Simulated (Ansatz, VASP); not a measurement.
**In2BiP in VASP and in Ansatz**

```xyz
4
Lattice="4.4139 0.0000 0.0000 0.0000 4.4139 0.0000 0.0000 0.0000 6.3031" Properties=species:S:1:pos:R:3 pbc="T T T"
P     0.0000    0.0000    0.0000
In    0.0000    2.2070    4.9254
In    2.2070    0.0000    1.3777
Bi    2.2070    2.2070    3.1516
```

Alike in both runs: task single point; functional r2SCAN; k mesh 6 × 6 × 4; occupations fermi-dirac, width 0.02 eV; no spin polarisation.

|  | VASP | Ansatz |
| --- | --- | --- |
| version | VASP 6.6.1 | Ansatz 0.2.0 |
| potentials or method | VASP PAW PBE potentials, release 64 (P, In_d, Bi_d) | plane waves, PAW |
| plane-wave cutoff (eV) | 520 | 500 |
| valence electrons in the cell | 46 | 46 |

VASP gave:

| Item | Value |
| --- | --- |
| pressure (GPa) | 1.5 |
| rms of the force components (eV/Å) | 0.013 |

Q: Which values does Ansatz return?

A: Pressure (GPa): 1.6; rms of the force components (eV/Å): 0.012.

VASP's potentials were made for PBE, not for r2SCAN. With one functional, cell and mesh, what is left measures potentials, basis and numerics.

Spin-orbit coupling is off throughout.
